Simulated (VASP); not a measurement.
The system is InSe.

```
In Se
1.0
     4.04733    0.00000    0.00000
    -2.02366    3.50509    0.00000
     0.00000    0.00000   18.05206
In Se
4 4
Direct
  0.33333 0.66667 0.07739
  0.33333 0.66667 0.92261
  0.00000 0.00000 0.42261
  0.00000 0.00000 0.57739
  0.33333 0.66667 0.35298
  0.33333 0.66667 0.64702
  0.66667 0.33333 0.14700
  0.66667 0.33333 0.85300
```

Base run:

- Program: VASP 6.6.1
- Functional: PBEsol
- Potentials or basis: VASP PAW PBE potentials, release 64 (In_d, Se)
- Cutoff: 520 eV
- k mesh: 8 × 8 × 2
- Occupations: fermi-dirac, width 0.05 eV
- Spin: no spin polarisation

Its results: band gap on the k mesh 0.63 eV; pressure -0.7 GPa; largest force 0.081 eV/Å.

Question: The run is repeated on the same cell with these changes: functional from PBEsol to r2SCAN; further incar settings from ALGO = Normal; EDIFF = 1e-07; NBANDS = 48 to ALGO = Normal; EDIFF = 1e-06; NBANDS = 48. What comes out?

Answer: Band gap on the k mesh 1.13 eV; pressure -0.1 GPa; largest force 0.044 eV/Å.

Caveats: the PAW data sets were made with another functional, which shifts forces and pressure a little; spin-orbit coupling is left out, which moves the levels of the heavy elements; this functional lacks dispersion, which binds the layers, so the pressure and a relaxed spacing across them are unreliable (at least some runs).

A k mesh can miss the band edges.
